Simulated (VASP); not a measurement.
A run of VASP 6.6.1 is set up as follows.

Contents of INCAR:

```
PREC     = Accurate       # precision mode
ENCUT    = 500            # plane-wave cutoff, eV
EDIFF    = 1E-6           # SCF threshold, eV
ISMEAR   = 0              # smearing method
SIGMA    = 0.01           # smearing width, eV
LREAL    = F              # projectors in reciprocal space
LASPH    = T              # aspherical terms in the spheres
NELM     = 120            # most SCF steps
ALGO     = Normal         # electronic algorithm
ISIF     = 2              # what is computed and relaxed
LWAVE    = F              # write WAVECAR
LCHARG   = F              # write CHGCAR
GGA      = B5             # functional
ALDAX    = 1.0          
AGGAX    = 1.0          
AGGAC    = 1.0          
ALDAC    = 0.0          
NBANDS   = 17             # bands
GGA_COMPAT= F
```

KPOINTS

```
regular mesh
0
Gamma
  6 6 6
```

POSCAR

```
Na2S
1.0
    0.0000000000      3.2735000000      3.2735000000
    3.2735000000      0.0000000000      3.2735000000
    3.2735000000      3.2735000000      0.0000000000
Na S
2 1
Direct
    0.2500000000      0.2500000000      0.2500000000
    0.7500000000      0.7500000000      0.7500000000
    0.0000000000      0.0000000000      0.0000000000
```

Potentials or basis: VASP PAW PBE potentials, release 64 (Na_pv, S).

The run is started by

```bash
$ cat potpaw_PBE.64/Na_pv/POTCAR potpaw_PBE.64/S/POTCAR > POTCAR
$ mpirun -np 1 vasp_std > vasp.out
```

(1) Predict the pressure.

(2) What does it give for the band gap on the k mesh?

Answers

(1) 1.0 GPa.

(2) 2.58 eV, direct.

Caveat: the PAW data sets were made with another functional, which shifts forces and pressure a little.
